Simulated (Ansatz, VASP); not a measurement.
# RuW2: VASP beside Ansatz

```
CELL_PARAMETERS angstrom
-1.58448 1.58448 4.66142
1.58448 -1.58448 4.66142
1.58448 1.58448 -4.66142
ATOMIC_POSITIONS crystal
Ru 0.00000 0.00000 0.00000
W 0.67126 0.67126 0.00000
W 0.32874 0.32874 0.00000
```

Alike in both runs: functional PBE; k mesh 18 × 18 × 18; occupations gaussian, width 0.1 eV; no spin polarisation.

Ansatz relaxed the structure, and its values are those at the end. VASP's run is a single point on that final structure, the one shown.

|  | VASP | Ansatz |
| --- | --- | --- |
| version | VASP 6.6.1 | Ansatz 0.2.0 |
| potentials or method | VASP PAW PBE potentials, release 64 (Ru_pv, W_sv), cutoff 500 eV | scalar-relativistic, plane waves, PAW |
| valence electrons in the cell | 42 | 44 |

```tsv
	VASP	Ansatz	Ansatz less VASP
gap on the k mesh at the Fermi level (eV)	none	none	-
pressure (GPa)	0.4	0.0	-0.41
rms of the force components (eV/Å)	0.010	0.000	-0.0098
```

A gap of «none» marks a metal or a gap that the smearing closes. With one functional, cell and mesh, what is left measures potentials, basis and numerics. VASP's potentials hold 42 valence electrons a cell and Ansatz's 44, so a difference there can come from the potentials and not from the codes.

Neither program's run includes spin-orbit coupling.
